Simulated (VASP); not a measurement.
# Pt (Fm-3m) in VASP: single point with r2SCAN

Aim: the single point of Pt with r2SCAN.

All numbers are computed with VASP 6.6.1; they aren't measurements. Logs are shortened: lines on timing, memory, paths and dates and some standing lists are left out, and cuts for length are marked.

**1. The cell of the first run**

The structure is cubic, space group Fm-3m (No. 225). Conventional cell: a = 3.940 Å, b = 3.940 Å, c = 3.940 Å, α = 90.00°, β = 90.00°, γ = 90.00°. Pt (site symmetry m-3m) has 12 Pt at 2.79 Å within 3.7 Å.

**2. Single point, r2SCAN**

Input file POSCAR:

```
Pt
1.0
    0.0000000000      1.9697716340      1.9697716340
    1.9697716340      0.0000000000      1.9697716340
    1.9697716340      1.9697716340      0.0000000000
Pt
1
Direct
    0.0000000000      0.0000000000      0.0000000000
```

Input file INCAR.step1:

```
ALGO = Normal
EDIFF = 1E-5
ENCUT = 550
GGA = PE
GGA_COMPAT = F
ISMEAR = 1
LASPH = T
LCHARG = F
LREAL = F
LWAVE = T
NBANDS = 11
NELM = 120
PREC = Accurate
SIGMA = 0.1
```

Input file INCAR.step2:

```
ALGO = Normal
EDIFF = 1E-6
ENCUT = 550
GGA_COMPAT = F
ISIF = 2
ISMEAR = 1
ISTART = 1
LASPH = T
LCHARG = F
LMIXTAU = T
LREAL = F
LWAVE = F
METAGGA = R2SCAN
NBANDS = 11
NELM = 120
PREC = Accurate
SIGMA = 0.1
```

Input file KPOINTS:

```
k-points
0
Gamma
  35 35 35
```

Potentials or basis: VASP PAW PBE potentials, release 64 (Pt).

Started as:

```console
$ cat potpaw_PBE.64/Pt/POTCAR > POTCAR
$ cp INCAR.step1 INCAR
$ mpirun -np 1 vasp_std > vasp.out
$ cp INCAR.step2 INCAR
$ mpirun -np 1 vasp_std > vasp.out
```

OUTCAR:

```text
EDIFF = 1E-6
   ENCUT = 550
   ISIF = 2
   ISMEAR = 1
   ISTART = 1
   LASPH = T
   LREAL = F
   METAGGA = R2SCAN
   NELM = 120
   PREC = Accurate

 ion  position               nearest neighbor table
   1  0.000  0.000  0.000-

  LATTYP: Found a face centered cubic cell.
 ALAT       =     3.9395432680

  Lattice vectors:

 A1 = (   0.0000000000,   1.9697716340,   1.9697716340)
 A2 = (   1.9697716340,   0.0000000000,   1.9697716340)
 A3 = (   1.9697716340,   1.9697716340,   0.0000000000)

Analysis of symmetry for initial positions (statically):
=====================================================================
 Subroutine PRICEL returns:
 Original cell was already a primitive cell.

 Routine SETGRP: Setting up the symmetry group for a
 face centered cubic supercell.

 Subroutine GETGRP returns: Found 48 space group operations
 (whereof 48 operations were pure point group operations)
 out of a pool of 48 trial point group operations.

The static configuration has the point symmetry O_h .

Analysis of symmetry for dynamics (positions and initial velocities):
=====================================================================
 Subroutine PRICEL returns:
 Original cell was already a primitive cell.

 Routine SETGRP: Setting up the symmetry group for a
 face centered cubic supercell.

 Subroutine GETGRP returns: Found 48 space group operations
 (whereof 48 operations were pure point group operations)
 out of a pool of 48 trial point group operations.

The dynamic configuration has the point symmetry O_h .

 Subroutine INISYM returns: Found 48 space group operations
 (whereof 48 operations are pure point group operations),
 and found     1 'primitive' translations

----------------------------------------------------------------------------------------

                                     Primitive cell

  volume of cell :      15.2854

  direct lattice vectors                    reciprocal lattice vectors
     0.000000000  1.969771634  1.969771634    -0.253836532  0.253836532  0.253836532
     1.969771634  0.000000000  1.969771634     0.253836532 -0.253836532  0.253836532
     1.969771634  1.969771634  0.000000000     0.253836532  0.253836532 -0.253836532

  length of vectors
     2.785677760  2.785677760  2.785677760     0.439657770  0.439657770  0.439657770

  position of ions in fractional coordinates (direct lattice)
     0.000000000  0.000000000  0.000000000

  ion indices of the primitive-cell ions
   primitive index   ion index
                 1           1

----------------------------------------------------------------------------------------

 KPOINTS: k-points

Automatic generation of k-mesh.
 Grid dimensions read from file:
 generate k-points for:   35   35   35

 Generating k-lattice:

  Cartesian coordinates                     Fractional coordinates (reciprocal lattice)
    -0.007252472  0.007252472  0.007252472     0.028571429  0.000000000  0.000000000
     0.007252472 -0.007252472  0.007252472     0.000000000  0.028571429  0.000000000
     0.007252472  0.007252472 -0.007252472     0.000000000  0.000000000  0.028571429

  Length of vectors
     0.012561651  0.012561651  0.012561651

  Shift w.r.t. Gamma in fractional coordinates (k-lattice)
     0.000000000  0.000000000  0.000000000

 Subroutine IBZKPT returns following result:
 ===========================================

 Found   1140 irreducible k-points:

 Following reciprocal coordinates:
            Coordinates               Weight
  0.000000  0.000000  0.000000      1.000000
  0.028571  0.000000  0.000000      8.000000
  0.057143  0.000000  0.000000      8.000000
  0.085714  0.000000  0.000000      8.000000
  0.114286  0.000000  0.000000      8.000000
  0.142857  0.000000  0.000000      8.000000
[... 16 lines left out ...]
  0.142857  0.028571  0.000000     24.000000
  0.171429  0.028571  0.000000     24.000000
 [... further k-points ...]
   k-points           NKPTS =   1140   k-points in BZ     NKDIM =   1140   number of bands    NBANDS=     11
   number of dos      NEDOS =    301   number of ions     NIONS =      1
   total plane-waves  NPLWV =  13824
   dimension x,y,z NGX =    24 NGY =   24 NGZ =   24
   dimension x,y,z NGXF=    48 NGYF=   48 NGZF=   48
   ions per type =               1
   NGX,Y,Z   is equivalent  to a cutoff of  14.32, 14.32, 14.32 a.u.
   NGXF,Y,Z  is equivalent  to a cutoff of  28.65, 28.65, 28.65 a.u.
 SYSTEM =  unknown system
   PREC   = accura    normal or accurate (medium, high low for compatibility)
   ISTART =      1    job   : 0-new  1-cont  2-samecut
   ICHARG =      0    charge: 1-file 2-atom 10-const
   ISPIN  =      1    spin polarized calculation?
   LNONCOLLINEAR =      F non collinear calculations
   LSORBIT =      F    spin-orbit coupling
   LASPH  =      T    aspherical Exc in radial PAW
   ENCUT  =  550.0 eV  40.42 Ry    6.36 a.u.   5.33  5.33  5.33*2*pi/ulx,y,z
   NELM   =    120;   NELMIN=  2; NELMDL=  0     # of ELM steps
   EDIFF  = 0.1E-05   stopping-criterion for ELM
   LREAL  =      F    real-space projection
   EDIFFG = 0.1E-04   stopping-criterion for IOM
   NSW    =      0    number of steps for IOM
   IBRION =     -1    ionic relax: 0-MD 1-quasi-New 2-CG
   NFREE  =      0    steps in history (QN), initial steepest desc. (CG)
   ISIF   =      2    stress and relaxation
   ISYM   =      2    0-nonsym 1-usesym 2-fastsym
   POTIM  = 0.5000    time-step for ionic-motion
   TEBEG  =    0.0;   TEEND  =   0.0 temperature during run
   PSTRESS=    0.0 pullay stress
   NELECT =      10.0000    total number of electrons
   NUPDOWN=      -1.0000    fix difference up-down
   EMIN   =  10.00;   EMAX   =-10.00  energy-range for DOS
   EFERMI =   0.00;   METHOD = LEGACY
   ISMEAR =     1;   SIGMA  =   0.10  broadening in eV -4-tet -1-fermi 0-gaus
   EFERMI_NEDOS =   21; number of points for ismear=-14 and -15
   IALGO  =     38    algorithm
   IMIX   =      4    mixing-type and parameters
     AMIX     =   0.40;   BMIX     =  1.00
     AMIX_MAG =   1.60;   BMIX_MAG =  1.00
  volume/ion in A,a.u.               =      15.29       103.15
  Fermi-wavevector in a.u.,A,eV,Ry     =   1.421180  2.685640 27.480385  2.019751
  Thomas-Fermi vector in A             =   2.542017
   LORBIT       =      0    0 simple, 1 ext, 2 COOP (PROOUT), +10 PAW based schemes
   METAGGA = R2SCAN    functional components
   LHFCALC =     F    Hartree Fock is set to
   AEXX    =    0.0000 exact exchange contribution
   IVDW    =     0    specifies the selected vdW correction
   LEPSILON=     F    determine dielectric tensor
   LRPA    =     F    only Hartree local field effects (RPA)
 non-spin polarized calculation
 Methfessel and Paxton  Order N= 1 SIGMA  =   0.10
  energy-cutoff  :      550.00
  volume of cell :       15.29
 maximum number of plane-waves:       459
 NGX is ok and might be reduce to    24
   NGX = 11   NGY = 11   NGZ = 11

 number of electron      10.0000001 magnetization

 Free energy of the ion-electron system (eV)
  ---------------------------------------------------
  ext. energy  EPLUGINS =         0.00000000
  ---------------------------------------------------
  free energy    TOTEN  =       -51.50026782 eV

  energy without entropy =      -51.49994162  energy(sigma->0) =      -51.50015909

 E-fermi :  10.7453     XC(G=0): -14.5396

 val. band max:       10.7445927527   @ k =   0.4857   0.1143   0.0286
 cond. band min:      10.7455308547   @ k =  -0.2000   0.1714   0.0286
 fundamental gap:      0.0009381020
 Fermi energy:        10.7452647174

 k-point     1 :       0.0000    0.0000    0.0000
  band No.  band energies     occupation
      1       0.4183      2.00000
      2       6.9263      2.00000
      3       6.9263      2.00000
      4       6.9263      2.00000
      5       9.0424      2.00000
      6       9.0424      2.00000
      7      26.2772      0.00000
      8      31.3700      0.00000
      9      31.3700      0.00000
     10      31.3700      0.00000
     11      37.1950      0.00000

 k-point     2 :       0.0286    0.0000    0.0000
  band No.  band energies     occupation
      1       0.4523      2.00000
      2       6.9109      2.00000
      3       6.9401      2.00000
      4       6.9401      2.00000
      5       9.0346      2.00000
      6       9.0346      2.00000
      7      26.3298      0.00000
      8      31.1764      0.00000
      9      31.4211      0.00000
     10      31.4211      0.00000
     11      37.4089      0.00000

 k-point     3 :       0.0571    0.0000    0.0000
  band No.  band energies     occupation
      1       0.5537      2.00000
      2       6.8667      2.00000
      3       6.9800      2.00000
      4       6.9800      2.00000
      5       9.0131      2.00000
      6       9.0131      2.00000
      7      26.4837      0.00000
      8      30.6666      0.00000
      9      31.5729      0.00000
     10      31.5729      0.00000
     11      37.9510      0.00000

 k-point     4 :       0.0857    0.0000    0.0000
  band No.  band energies     occupation
      1       0.7200      2.00000
      2       6.7987      2.00000
      3       7.0421      2.00000
      4       7.0421      2.00000
      5       8.9830      2.00000
      6       8.9830      2.00000
      7      26.7272      0.00000
      8      29.9688      0.00000
      9      31.8217      0.00000
     10      31.8217      0.00000
     11      38.5238      0.00000

 k-point     5 :       0.1143    0.0000    0.0000
  band No.  band energies     occupation
      1       0.9469      2.00000
      2       6.7156      2.00000
      3       7.1187      2.00000
      4       7.1187      2.00000
      5       8.9534      2.00000
      6       8.9534      2.00000
      7      27.0383      0.00000
      8      29.1740      0.00000
      9      32.1607      0.00000
     10      32.1607      0.00000
     11      38.4216      0.00000
[... 211 lines left out ...]
 k-point    21 :       0.0857    0.0286    0.0000
  band No.  band energies     occupation
      1       0.6875      2.00000
      2       6.7943      2.00000
      3       7.0354      2.00000
      4       7.0446      2.00000
      5       8.9207      2.00000
      6       9.0530      2.00000
      7      26.6830      0.00000
      8      30.2142      0.00000
      9      31.5889      0.00000
     10      31.8010      0.00000
     11      38.5191      0.00000

 k-point    22 :       0.1143    0.0286    0.0000
  band No.  band energies     occupation
      1       0.8945      2.00000
      2       6.7150      2.00000
      3       7.1068      2.00000
      4       7.1194      2.00000
      5       8.8688      2.00000
      6       9.0438      2.00000
      7      26.9738      0.00000
      8      29.4551      0.00000
      9      31.8314      0.00000
     10      32.1674      0.00000
     11      38.6399      0.00000

 k-point    23 :       0.1429    0.0286    0.0000
  band No.  band energies     occupation
      1       1.1576      2.00000
      2       6.6280      2.00000
      3       7.1869      2.00000
      4       7.1996      2.00000
      5       8.8274      2.00000
      6       9.0428      2.00000
      7      27.3087      0.00000
      8      28.6330      0.00000
      9      32.1516      0.00000
     10      32.6164      0.00000
     11      37.8548      0.00000

 k-point    24 :       0.1714    0.0286    0.0000
  band No.  band energies     occupation
      1       1.4677      2.00000
      2       6.5473      2.00000
      3       7.2606      2.00000
      4       7.2715      2.00000
      5       8.8137      2.00000
      6       9.0649      2.00000
      7      27.5631      0.00000
      8      27.8517      0.00000
      9      32.5312      0.00000
     10      33.1363      0.00000
     11      36.8601      0.00000

 [... further k-points ...]
[... 5 lines left out ...]
  --------------------------------------------------------------------------------------
  -------------------------------------------------------------------------------------
  Total        0.0716082      0.0716082      0.0716082      0.0000000      0.0000000      0.0000000
  in kB        7.5057825      7.5057825      7.5057825      0.0000000      0.0000000      0.0000000
  external PRESSURE =       7.5057825 kB  Pullay stress =       0.0000000 kB

 VOLUME and BASIS-vectors are now :
 -----------------------------------------------------------------------------
  energy-cutoff  :      550.00
  volume of cell :       15.29
      direct lattice vectors                 reciprocal lattice vectors
     0.000000000  1.969771634  1.969771634    -0.253836532  0.253836532  0.253836532
     1.969771634  0.000000000  1.969771634     0.253836532 -0.253836532  0.253836532
     1.969771634  1.969771634  0.000000000     0.253836532  0.253836532 -0.253836532

 POSITION                                       TOTAL-FORCE (eV/Angst)
 -----------------------------------------------------------------------------------
      0.00000      0.00000      0.00000         0.000000      0.000000      0.000000
 -----------------------------------------------------------------------------------
    total drift:                               -0.000000     -0.000000      0.000000

  FREE ENERGIE OF THE ION-ELECTRON SYSTEM (eV)
  ---------------------------------------------------
  free  energy   TOTEN  =       -51.5002678246 eV

  energy  without entropy=      -51.4999416200  energy(sigma->0) =      -51.50015909
```

Wall time 17 min (1 thread of Oxide Virtual Turin-like, shared host); peak memory 0.29 GiB.

What came out:

```
Free energy            : -51.5003 eV
Pressure               : 0.8 GPa
Band gap on the k mesh : zero (bands 5 and 6 overlap by 2.32 eV)
```

Levels at points of the mesh, in eV from the Fermi level:
```tsv
k point	band 3	band 4	band 5	band 6	band 7	band 8
(0.00, 0.00, 0.00)	-3.82	-3.82	-1.70	-1.70	15.53	20.62
```

Caveat: the PAW data sets were made with another functional, which shifts forces and pressure a little; spin-orbit coupling is left out, which moves the levels of the heavy elements.
